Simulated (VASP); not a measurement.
LiCl, 2 atoms in the cell. The structure is cubic, space group Fm-3m (No. 225). The conventional cell has a = 5.112 Å, b = 5.112 Å, c = 5.112 Å, α = 90.00°, β = 90.00°, γ = 90.00°. Li (site symmetry m-3m) has 6 Cl at 2.56 Å within 3.4 Å. Cl (site symmetry m-3m) has 6 Li at 2.56 Å within 3.4 Å. 

| Quantity | Value |
| --- | --- |
| Program | VASP 6.6.1 |
| Task | single point |
| Functional | HSE06 |
| Potentials or basis | VASP PAW PBE potentials, release 64 (Li_sv, Cl) |
| Cutoff | 520 eV |
| k mesh | 6 × 6 × 6 |
| Occupations | gaussian, width 0.01 eV |
| Spin | no spin polarisation |
| Dipole correction | no |
| Grid for exact exchange (PRECFOCK) | Normal |
| Further INCAR settings | ALGO = Normal; EDIFF = 1e-06; NBANDS = 12 |
| Share of exact exchange | 0.25 |
| Screening parameter | 0.2079 1/Å |

Potentials or basis: VASP PAW PBE potentials, release 64 (Li_sv, Cl).

The run is started by

```console
$ cat potpaw_PBE.64/Li_sv/POTCAR potpaw_PBE.64/Cl/POTCAR > POTCAR
$ cp INCAR.step1 INCAR
$ mpirun -np 1 vasp_std > vasp.out
$ cp INCAR.step2 INCAR
$ mpirun -np 1 vasp_std > vasp.out
```

Hardware: 1 thread of Intel(R) Xeon(R) Platinum 8375C CPU @ 2.90GHz (Ice Lake), with other jobs on the host.

Task: Estimate the wall time of this run.

Result: It took 7.6 min on 1 thread of Intel(R) Xeon(R) Platinum 8375C CPU @ 2.90GHz (Ice Lake), with other jobs on the host, peak memory 0.27 GiB. Counts: k points 16.
